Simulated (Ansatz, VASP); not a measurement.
Hf in VASP and in Ansatz

The input POSCAR:

```
Hf
1.0
    3.1980938002      0.0000000000      0.0000000000
   -1.5990469001      2.7696304747      0.0000000000
    0.0000000000      0.0000000000      5.0457226169
Hf
2
Direct
    0.3333333333      0.6666666667      0.2500000000
    0.6666666667      0.3333333333      0.7500000000
```

INCAR.step1

```
  PREC = Accurate
  ENCUT = 520
  ISMEAR = 0
  SIGMA = 0.1
  LREAL = F
  LASPH = T
  NELM = 60
  NBANDS = 17
  GGA = PE
  ALGO = Normal
  EDIFF = 1E-4
  LWAVE = T
  LCHARG = F
```

The input INCAR.step2:

```
  PREC = Accurate
  ENCUT = 520
  EDIFF = 1E-6
  ISMEAR = 0
  SIGMA = 0.1
  LREAL = F
  LASPH = T
  NELM = 60
  ALGO = Normal
  ISIF = 2
  LWAVE = F
  LCHARG = F
  METAGGA = R2SCAN
  LMIXTAU = T
  NBANDS = 17
  ISTART = 1
```

The input KPOINTS:

```
Automatic mesh
0
Gamma
  15 15 8
```

Input for Ansatz:

```yaml
crystal:
  lattice:
    - [3.1980938002, 0.0, 0.0]
    - [-1.5990469001, 2.7696304747, 0.0]
    - [0.0, 0.0, 5.0457226169]
  atoms:
    - { symbol: Hf, position: [0.3333333333, 0.6666666667, 0.25] }
    - { symbol: Hf, position: [0.6666666667, 0.3333333333, 0.75] }
basis:
  ecutwfc: 500
kpoints:
  mp_grid: { grid: [15, 15, 8] }
  band_path:
    path:
      - [[0.0, 0.0, 0.0], [0.5, 0.0, 0.0], [0.33333333, 0.33333333, 0.0], [0.0, 0.0, 0.0], [0.0, 0.0, 0.5], [0.5, 0.0, 0.5], [0.33333333, 0.33333333, 0.5], [0.0, 0.0, 0.5]]
      - [[0.5, 0.0, 0.5], [0.5, 0.0, 0.0]]
      - [[0.33333333, 0.33333333, 0.5], [0.33333333, 0.33333333, 0.0]]
    npoints: 14
hamiltonian:
  xc: r2scan
scf:
  occupations: { method: gaussian, width: 0.1 }
  n_extra_bands: 6
output:
  forces: true
  stress: true
  eigenvalues: true
  populations: true
  dos: { projected: true, de: 0.02, nscf_kmesh: { grid: [23, 23, 12] } }
  bader: true
```

Alike in both runs: task single point; functional r2SCAN; k mesh 15 × 15 × 8; occupations gaussian, width 0.1 eV; no spin polarisation.

```csv
,VASP,Ansatz
version,VASP 6.6.1,Ansatz 0.2.0
potentials or method,"VASP PAW PBE potentials, release 64 (Hf_pv), cutoff 520 eV","scalar-relativistic, plane waves, PAW"
valence electrons in the cell,20,52
```

|  | VASP | Ansatz | Ansatz less VASP |
| --- | --- | --- | --- |
| gap on the k mesh at the Fermi level (eV) | none | none | - |
| pressure (GPa) | -0.6 | 0.0 | +0.57 |
| traceless stress, the component that is largest in VASP (GPa) | -0.07 | 0.00 | +0.070 |

VASP's potentials were made for PBE, not for r2SCAN. A gap of «none» marks a metal or a gap that the smearing closes. The functional is the same, so the differences come from potentials, cutoffs and numerics. VASP's potentials hold 20 valence electrons a cell and Ansatz's 52, so a difference there can come from the potentials and not from the codes.

Spin-orbit coupling is off throughout.
